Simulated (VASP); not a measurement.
## PrH2Ir: single point with PBE

Crystal: PrH2Ir.

```
Pr H Ir
1.0
     1.74719   -2.79677    0.00000
     1.74719    2.79677    0.00000
     0.00000    0.00000    5.80045
Pr H Ir
1 2 1
Direct
  0.00000 0.00000 0.50000
  0.66320 0.33680 0.00000
  0.33680 0.66320 0.00000
  0.00000 0.00000 0.00000
```

The cell was built from a structure type or drawn by symmetry, and may not be a known phase.

* Program: VASP 6.6.1
* Task: single point
* Functional: PBE
* Potentials or basis: VASP PAW PBE potentials, release 64 (Pr_3, H, Ir), 4f in core
* Cutoff: 500 eV
* k mesh: 6 × 6 × 4
* Occupations: gaussian, width 0.1 eV
* Spin: no spin polarisation
* Dipole correction: no
* Mended: yes
* Further INCAR settings: ALGO = Normal; EDIFF = 1e-06; NBANDS = 19

The pressure is -0.1 GPa. The largest force is 0.017 eV/Å. The band gap on the k mesh is zero (bands 11 and 12 overlap by 1.57 eV).

Forces in eV/Å, atoms in the order of the input:
```
Pr   0.000  0.000  0.000
H    0.000  0.017  0.000
H    0.000 -0.017  0.000
Ir   0.000  0.000  0.000
```

Stress tensor (GPa, compression positive):
```
-0.16  0.00  0.00
 0.00  0.16  0.00
 0.00  0.00 -0.38
```

Levels at points of the mesh, in eV from the Fermi level:
```tsv
k point	band 8	band 9	band 10	band 11	band 12	band 13	band 14	band 15
(0.00, 0.00, 0.00)	-3.24	-2.26	-1.99	-1.90	0.10	0.35	0.92	2.48
(0.50, 0.00, 0.00)	-3.61	-2.25	-1.75	-1.63	-0.08	1.10	4.26	4.52
(0.50, 0.50, 0.00)	-3.48	-2.55	-1.97	-1.29	0.21	1.10	3.82	4.57
(0.00, 0.00, 0.50)	-3.14	-2.27	-1.77	-1.72	-1.02	0.35	0.85	2.43
(0.50, 0.00, 0.50)	-2.00	-1.92	-1.91	-1.63	-0.11	0.30	0.93	3.20
(0.50, 0.50, 0.50)	-2.23	-2.16	-1.86	-1.28	0.00	0.72	1.36	2.21
```

Run time: 33 s on 1 thread of Intel(R) Xeon(R) Platinum 8259CL CPU @ 2.50GHz (Skylake/Cascade Lake), with other jobs on the host, peak memory 0.19 GiB.

Caveat: spin-orbit coupling is left out, which moves the levels of the heavy elements; the 4f electrons are frozen in the core, so they carry no moment and show no levels. Spin polarisation is off, so any magnetic state and its effect on volume and gap are missing.
